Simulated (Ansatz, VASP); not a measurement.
# Co: VASP beside Ansatz

```xyz
2
Lattice="3.5979 1.7990 1.7990 1.7990 3.5979 1.7990 1.7990 1.7990 3.5979" Properties=species:S:1:pos:R:3 pbc="T T T"
Co    0.0000    0.0000    0.0000
Co    3.5979    3.5979    3.5979
```

Change from the starting cell: moments ++ scaled by 1.4, plain SCF.

Alike in both runs: task single point; functional PBE; k mesh 11 × 11 × 11; occupations gaussian, width 0.1 eV; collinear spin.

|  | VASP | Ansatz |
| --- | --- | --- |
| version | VASP 6.6.1 | Ansatz 0.2.0 |
| potentials or method | VASP PAW PBE potentials, release 64 (Co), cutoff 520 eV | PAW, plane waves, scalar-relativistic |
| valence electrons in the cell | 18 | 34 |

Ansatz gave:

- pressure (GPa): -12.2
- net moment per atom (μB): 1.67
- size of the moment on the site where the two differ most (μB): 1.75

What did VASP give for the same quantities?

Pressure (GPa): -12.7; net moment per atom (μB): 1.65; size of the moment on the site where the two differ most (μB): 1.68.

Site moments also hang on the region over which each program counts them. The functional is the same, so the differences come from potentials, cutoffs and numerics. VASP's potentials hold 18 valence electrons a cell and Ansatz's 34, so a difference there can come from the potentials and not from the codes.
